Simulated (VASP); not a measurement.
A run of VASP 6.6.1 is set up as follows.

INCAR

```
PREC = Accurate ; ENCUT = 600
EDIFF = 1E-6 ; ISMEAR = 0
SIGMA = 0.1 ; LREAL = False
LASPH = True ; NELM = 60
ALGO = Fast ; ISIF = 4
LWAVE = False ; LCHARG = False
GGA = PE ; IVDW = 12
IBRION = 2 ; NSW = 50
EDIFFG = -0.01
```

Contents of KPOINTS:

```
regular mesh
0
Gamma
  18 18 6
```

POSCAR

```
Al
1.0
    2.7573176599      0.0000000000      0.0000000000
   -1.3786588300      2.3879071398      0.0000000000
    0.0000000000      0.0000000000      9.0531352151
Al
4
Direct
    0.0000000000      0.0000000000      0.0000000000
    0.3333333333      0.6666666667      0.2500000000
    0.0000000000      0.0000000000      0.5000000000
    0.6666666667      0.3333333333      0.7500000000
```

Potentials or basis: VASP PAW PBE potentials, release 64 (Al).

Command:

```bash
$ cat potpaw_PBE.64/Al/POTCAR > POTCAR
$ mpirun -np 1 vasp_std > vasp.out
```

Problem. What does it give for the dispersion energy per atom?

Solution. -0.374 eV.

Problem. Estimate the band gap on the k mesh.

Solution. Zero (bands 6 and 7 overlap by 5.65 eV).

Stress tensor (GPa, compression positive):
```
6.07 0.00 0.00
0.00 6.07 0.00
0.00 0.00 5.96
```

Caveat: the relaxation stopped at its first step, so nothing moved.
